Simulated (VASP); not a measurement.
A run of VASP 6.6.1 is set up as follows.

Contents of INCAR:

```
SYSTEM = ScB4
  PREC = Accurate
  ENCUT = 520
  EDIFF = 1E-7
  ISMEAR = 0
  SIGMA = 0.1
  LREAL = .False.
  LASPH = .True.
  NELM = 100
  ALGO = Normal
  ISIF = 2
  LWAVE = .False.
  LCHARG = .False.
  GGA = PE
  NBANDS = 20
```

KPOINTS

```
regular mesh
0
Gamma
  10 10 12
  0 0 0
```

File POSCAR:

```
ScB4
1.0
    4.0203283425      0.0000000000      0.0000000000
    0.0000000000      4.0203283425      0.0000000000
    0.0000000000      0.0000000000      3.0848663625
Sc B
1 4
Direct
    0.0000000000      0.0000000000      0.5000000000
    0.2022648184      0.5000000000      0.0000000000
    0.7977351816      0.5000000000      0.0000000000
    0.5000000000      0.2022648184      0.0000000000
    0.5000000000      0.7977351816      0.0000000000
```

Potentials or basis: VASP PAW PBE potentials, release 64 (Sc_sv, B).

Command:

```bash
$ cat potpaw_PBE.64/Sc_sv/POTCAR potpaw_PBE.64/B/POTCAR > POTCAR
$ mpirun -np 1 vasp_std > vasp.out
```

(1) Estimate the pressure.

(2) Estimate the largest force.

Answers

(1) 0.2 GPa.

(2) 0.004 eV/Å.
